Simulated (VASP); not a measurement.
Here is a VASP 6.6.1 calculation.

INCAR

```
ALGO     = Normal         # electronic algorithm
EDIFF    = 1E-6           # SCF threshold, eV
EDIFFG   = -0.04          # ionic threshold
ENCUT    = 600            # plane-wave cutoff, eV
GGA      = PE             # functional
IBRION   = 2              # ionic algorithm
ISIF     = 3              # what is computed and relaxed
ISMEAR   = 0              # smearing method
LASPH    = T              # aspherical terms in the spheres
LCHARG   = F              # write CHGCAR
LREAL    = F              # projectors in reciprocal space
LWAVE    = F              # write WAVECAR
NELM     = 80             # most SCF steps
NSW      = 90             # ionic steps
PREC     = Accurate       # precision mode
SIGMA    = 0.1            # smearing width, eV
```

File KPOINTS:

```
k-points
0
Gamma
  4 4 4
```

Contents of POSCAR:

```
Sc2Si
1.0
    0.0000000000      3.7791192247      3.7791192247
    3.7791192247      0.0000000000      3.7791192247
    3.7791192247      3.7791192247      0.0000000000
Sc Si
4 2
Direct
    0.6250000000      0.6250000000      0.6250000000
    0.1250000000      0.6250000000      0.6250000000
    0.6250000000      0.6250000000      0.1250000000
    0.6250000000      0.1250000000      0.6250000000
    0.0000000000      0.0000000000      0.0000000000
    0.2500000000      0.2500000000      0.2500000000
```

Potentials or basis: VASP PAW PBE potentials, release 64 (Sc_sv, Si).

Launch:

```console
$ cat potpaw_PBE.64/Sc_sv/POTCAR potpaw_PBE.64/Si/POTCAR > POTCAR
$ mpirun -np 1 vasp_std > vasp.out
```

Predict the space group after relaxing (to 0.1 Å).

Fd-3m (No. 227).

Predict the relaxed volume.

20.57 Å³/atom.

Final structure:
```
Sc Si
1.0
     0.00000    3.95177    3.95177
     3.95177    0.00000    3.95177
     3.95177    3.95177    0.00000
Sc Si
4 2
Direct
  0.62500 0.62500 0.62500
  0.12500 0.62500 0.62500
  0.62500 0.62500 0.12500
  0.62500 0.12500 0.62500
  0.00000 0.00000 0.00000
  0.25000 0.25000 0.25000
```
